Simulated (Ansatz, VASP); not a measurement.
# WS2: VASP beside Ansatz

File INCAR:

```
SYSTEM = WS2
ALGO = Normal
EDIFF = 1E-6
ENCUT = 520
GGA = PE
ISIF = 2
ISMEAR = -1
LASPH = .TRUE.
LCHARG = .FALSE.
LREAL = .FALSE.
LWAVE = .FALSE.
NBANDS = 35
NELM = 100
PREC = Accurate
SIGMA = 0.02
```

File KPOINTS:

```
k-points
0
G
  12 12 2
  0 0 0
```

The input POSCAR:

```
WS2
1.0
    3.1065473675      0.0000000000      0.0000000000
   -1.5532736837      2.6903489383      0.0000000000
    0.0000000000      0.0000000000     12.2412491414
W S
2 4
Direct
    0.3333333333      0.6666666667      0.2500000000
    0.6666666667      0.3333333333      0.7500000000
    0.6666666667      0.3333333333      0.3791820562
    0.6666666667      0.3333333333      0.1208179438
    0.3333333333      0.6666666667      0.8791820562
    0.3333333333      0.6666666667      0.6208179438
```

Input for Ansatz:

```yaml
crystal:
  lattice:
    - [3.1065473675, 0.0, 0.0]
    - [-1.5532736837, 2.6903489383, 0.0]
    - [0.0, 0.0, 12.2412491414]
  atoms:
    - { symbol: W, position: [0.3333333333, 0.6666666667, 0.25] }
    - { symbol: W, position: [0.6666666667, 0.3333333333, 0.75] }
    - { symbol: S, position: [0.6666666667, 0.3333333333, 0.3791820562] }
    - { symbol: S, position: [0.6666666667, 0.3333333333, 0.1208179438] }
    - { symbol: S, position: [0.3333333333, 0.6666666667, 0.8791820562] }
    - { symbol: S, position: [0.3333333333, 0.6666666667, 0.6208179438] }
kpoints:
  mp_grid: { grid: [12, 12, 2] }
  band_path:
    path:
      - [0.0, 0.0, 0.0]
      - [0.5, 0.0, 0.0]
      - [0.3333333333, 0.3333333333, 0.0]
      - [0.0, 0.0, 0.5]
      - [0.5, 0.0, 0.5]
      - [0.3333333333, 0.3333333333, 0.5]
      - [-0.177083, 0.351562, 0.0]
    npoints: 1
hamiltonian:
  xc: pbe
scf:
  occupations: { method: fermi_dirac, width: 0.02 }
  n_extra_bands: 5
output:
  forces: true
  stress: true
  eigenvalues: true
  write_density: true
  write_potential: true
  elf: true
  volumetric_format: npy
```

Change from the starting cell: hydrostatic strain -2.0%.

Alike in both runs: task single point; functional PBE; k mesh 12 × 12 × 2; occupations fermi-dirac, width 0.02 eV; no spin polarisation.

```csv
,VASP,Ansatz
version,VASP 6.6.1,Ansatz 0.2.0
potentials or method,"VASP PAW PBE potentials, release 64 (W_sv, S)","plane waves, PAW"
plane-wave cutoff (eV),520,420
valence electrons in the cell,52,52
```

|  | VASP | Ansatz | Ansatz less VASP |
| --- | --- | --- | --- |
| gap on the k mesh at the Fermi level (eV) | 0.97 | 0.95 | -0.017 |
| pressure (GPa) | 8.7 | 8.8 | +0.03 |
| traceless stress, the component that is largest in VASP (GPa) | -2.35 | -2.34 | +0.004 |
| rms of the force components (eV/Å) | 0.110 | 0.109 | -0.0012 |

Atom by atom the forces differ by 0.001 eV/Å (rms over components).

Spin-orbit coupling is off throughout.
